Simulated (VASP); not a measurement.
Wanted: the native input for a VASP 6.6.1 run.

* Task: single point
* Functional: LDA
* Potentials or basis: VASP PAW LDA potentials, release 64 (Ba_sv, Ti_sv, O)
* Cutoff: 520 eV
* k mesh: 7 × 7 × 7
* Occupations: fermi-dirac, width 0.05 eV
* Spin: no spin polarisation
* Dipole correction: no
* Further INCAR settings: ALGO = Normal; EDIFF = 1e-06; NBANDS = 28

The structure of BaTiO3 lies in POSCAR:

```
BaTiO3
1.0
    3.9518582279      0.0000000000      0.0000000000
    0.0000000000      3.9518582279      0.0000000000
    0.0000000000      0.0000000000      3.9518582279
Ba Ti O
1 1 3
Direct
    0.5000000000      0.5000000000      0.5000000000
    0.0000000000      0.0000000000      0.0000000000
    0.0000000000      0.0000000000      0.5000000000
    0.0000000000      0.5000000000      0.0000000000
    0.5000000000      0.0000000000      0.0000000000
```

These files were run (other wordings do the same):

INCAR

```
PREC     = Accurate       # precision mode
ENCUT    = 520            # plane-wave cutoff, eV
EDIFF    = 1E-6           # SCF threshold, eV
ISMEAR   = -1             # smearing method
SIGMA    = 0.05           # smearing width, eV
LREAL    = F              # projectors in reciprocal space
LASPH    = T              # aspherical terms in the spheres
NELM     = 60             # most SCF steps
ALGO     = Normal         # electronic algorithm
ISIF     = 2              # what is computed and relaxed
LWAVE    = F              # write WAVECAR
LCHARG   = F              # write CHGCAR
NBANDS   = 28             # bands
```

KPOINTS

```
regular mesh
0
Gamma
  7 7 7
```

Potentials or basis: VASP PAW LDA potentials, release 64 (Ba_sv, Ti_sv, O).

The run is started by

```console
$ cat potpaw_LDA.64/Ba_sv/POTCAR potpaw_LDA.64/Ti_sv/POTCAR potpaw_LDA.64/O/POTCAR > POTCAR
$ mpirun -np 1 vasp_std > vasp.out
```

It gave:

```
Pressure               : -0.1 GPa
Band gap on the k mesh : 1.79 eV (least direct gap 1.83 eV)
```

Caveat: spin-orbit coupling is left out, which moves the levels of the heavy elements; an odd mesh through Γ misses points on the zone boundary, where band edges can lie.

It took 71 s on 1 thread of Intel Xeon 8259CL, on a shared host, peak memory 0.17 GiB.
